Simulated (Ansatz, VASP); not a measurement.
Two plane-wave programs on Al

```
CELL_PARAMETERS angstrom
2.80078 0.00000 0.00000
-1.40039 2.42555 0.00000
0.00000 0.00000 11.17750
ATOMIC_POSITIONS crystal
Al 0.00000 0.00000 0.00000
Al 0.33333 0.66667 0.25000
Al 0.00000 0.00000 0.50000
Al 0.66667 0.33333 0.75000
```

Alike in both runs: task single point; functional PBEsol; dispersion D3(BJ); k mesh 18 × 18 × 6; occupations gaussian, width 0.15 eV; no spin polarisation.

|  | VASP | Ansatz |
| --- | --- | --- |
| version | VASP 6.6.1 | Ansatz 0.2.0 |
| potentials or method | VASP PAW PBE potentials, release 64 (Al), cutoff 520 eV | scalar-relativistic, plane waves, PAW |
| valence electrons in the cell | 12 | 12 |

Ansatz gave:

* gap on the k mesh at the Fermi level (eV): none
* pressure (GPa): -8.6
* traceless stress, the component that is largest in VASP (GPa): -5.02

Q: Estimate VASP's values.

A: gap on the k mesh at the Fermi level (eV): none; pressure (GPa): -8.6; traceless stress, the component that is largest in VASP (GPa): -5.07.

VASP's potentials were made for PBE, not for PBEsol, and Ansatz warns of the same on its side. A gap of «none» marks a metal or a gap that the smearing closes.
